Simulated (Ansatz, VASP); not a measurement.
One calculation of C, two programs

```
C
1.0
     2.46729    0.00000    0.00000
    -1.23365    2.13674    0.00000
     0.00000    0.00000    7.80307
C
4
Direct
  0.00000 0.00000 0.25000
  0.00000 0.00000 0.75000
  0.33333 0.66667 0.25000
  0.66667 0.33333 0.75000
```

Alike in both runs: task relaxation of cell and atoms; functional PBEsol; k mesh 21 × 21 × 6; occupations gaussian, width 0.1 eV; no spin polarisation.

|  | VASP | Ansatz |
| --- | --- | --- |
| version | VASP 6.6.1 | Ansatz 0.2.0 |
| potentials or method | VASP PAW PBE potentials, release 64 (C), cutoff 600 eV | scalar-relativistic, plane waves, PAW |
| valence electrons in the cell | 16 | 16 |

|  | VASP | Ansatz | Ansatz less VASP |
| --- | --- | --- | --- |
| gap on the k mesh at the Fermi level, each at its own relaxed structure (eV) | none | none | - |
| relaxed volume (Å³/atom) | 9.26 | 9.57 | +0.307 |
| relaxed cell length with the largest relative difference (Å) | 7.068 | 7.307 | +0.2392 |

VASP's potentials were made for PBE, not for PBEsol. A gap of «none» marks a metal or a gap that the smearing closes.
